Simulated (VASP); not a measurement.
Write the native input for VASP 6.6.1 that does the following.

* Task: relaxation of volume and atoms at fixed shape
* Functional: PBE
* Potentials or basis: VASP PAW PBE potentials, release 64 (Mo_sv)
* Cutoff: 600 eV
* k mesh: 11 × 11 × 11
* Occupations: gaussian, width 0.05 eV
* Spin: no spin polarisation
* Dipole correction: no
* Further INCAR settings: ALGO = Normal; EDIFF = 1e-06; IBRION = 2; EDIFFG = -0.01; NSW = 80; ISIF = 8

The structure of Mo lies in POSCAR:

```
Mo
1.0
   -1.5734150000      1.5734150000      1.5734150000
    1.5734150000     -1.5734150000      1.5734150000
    1.5734150000      1.5734150000     -1.5734150000
Mo
1
Direct
    0.0000000000      0.0000000000      0.0000000000
```

One way to write it, as run:

INCAR

```
SYSTEM = Mo
PREC = Accurate ; ENCUT = 600
EDIFF = 1E-6 ; ISMEAR = 0
SIGMA = 0.05 ; LREAL = .False.
LASPH = .True. ; NELM = 60
ALGO = Normal ; ISIF = 8
LWAVE = .False. ; LCHARG = .False.
GGA = PE ; IBRION = 2
NSW = 80 ; EDIFFG = -0.01
```

KPOINTS

```
regular mesh
0
Gamma
  11 11 11
  0 0 0
```

Potentials or basis: VASP PAW PBE potentials, release 64 (Mo_sv).

Command:

```console
$ cat potpaw_PBE.64/Mo_sv/POTCAR > POTCAR
$ mpirun -np 1 vasp_std > vasp.out
```

It gave:

- Relaxed volume: 15.84 Å³/atom
- Relaxed cell: a = 2.740 Å, b = 2.740 Å, c = 2.740 Å, α = 109.47°, β = 109.47°, γ = 109.47°
- Space group after relaxing (to 0.05 Å): Im-3m (No. 229)
- Energy gained by relaxing: 3.1 meV/atom
- Ionic steps: 3
- Pressure after relaxing: 0.0 GPa
- Band gap on the k mesh: zero (band 7 reaches 15.79 eV, above the bottom of band 8 at 11.05 eV)

It took 13 s on 1 thread of Intel Xeon 6975P-C, on a shared host, peak memory 0.15 GiB.
